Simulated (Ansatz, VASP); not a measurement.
**One calculation of KI, two programs**

Contents of POSCAR:

```
KI
1.0
    0.0000000000      3.5245500000      3.6479092500
    3.5245500000      0.0000000000      3.6479092500
    3.5245500000      3.5245500000      0.0000000000
K I
1 1
Direct
    0.0000000000      0.0000000000      0.0000000000
    0.5000000000      0.5000000000      0.5000000000
```

Contents of INCAR.step1:

```
ALGO = Normal
EDIFF = 1E-4
ENCUT = 520
GGA = PE
ISMEAR = 0
LASPH = True
LCHARG = False
LREAL = False
LWAVE = True
NBANDS = 15
NELM = 100
PREC = Accurate
SIGMA = 0.05
```

Contents of INCAR.step2:

```
ALGO = Normal
EDIFF = 1E-7
ENCUT = 520
ISIF = 2
ISMEAR = 0
ISTART = 1
LASPH = True
LCHARG = False
LMIXTAU = True
LREAL = False
LWAVE = False
METAGGA = R2SCAN
NBANDS = 15
NELM = 100
PREC = Accurate
SIGMA = 0.05
```

The input KPOINTS:

```
k-points
0
Gamma
  6 6 6
```

Input for Ansatz:

```yaml
crystal:
  lattice:
    - [0.0, 3.52455, 3.64790925]
    - [3.52455, 0.0, 3.64790925]
    - [3.52455, 3.52455, 0.0]
  atoms:
    - { symbol: K, position: [0.0, 0.0, 0.0] }
    - { symbol: I, position: [0.5, 0.5, 0.5] }
basis:
  ecutwfc: 500
kpoints:
  mp_grid: { grid: [6, 6, 6] }
hamiltonian:
  xc: r2scan
scf:
  occupations: { method: gaussian, width: 0.05 }
output:
  forces: true
  stress: true
  eigenvalues: true
```

Change from the starting cell: strain +0.0350 x Voigt [0, 0, 1, 0, 0, 0], atoms carried along.

Alike in both runs: task single point; functional r2SCAN; k mesh 6 × 6 × 6; occupations gaussian, width 0.05 eV; no spin polarisation.

```csv
,VASP,Ansatz
version,VASP 6.6.1,Ansatz 0.2.0
potentials or method,"VASP PAW PBE potentials, release 64 (K_sv, I), cutoff 520 eV","scalar-relativistic, plane waves, PAW"
valence electrons in the cell,16,26
```

```csv
,VASP,Ansatz,Ansatz less VASP
gap on the k mesh at the Fermi level (eV),4.53,4.54,+0.003
least direct gap on the mesh (eV),4.53,4.54,+0.003
pressure (GPa),-0.1,-0.1,0.00
"traceless stress, the component that is largest in VASP (GPa)",-0.54,-0.53,+0.005
```

VASP's potentials were made for PBE, not for r2SCAN. With one functional, cell and mesh, what is left measures potentials, basis and numerics. VASP's potentials hold 16 valence electrons a cell and Ansatz's 26, so a difference there can come from the potentials and not from the codes.

Spin-orbit coupling is off throughout.
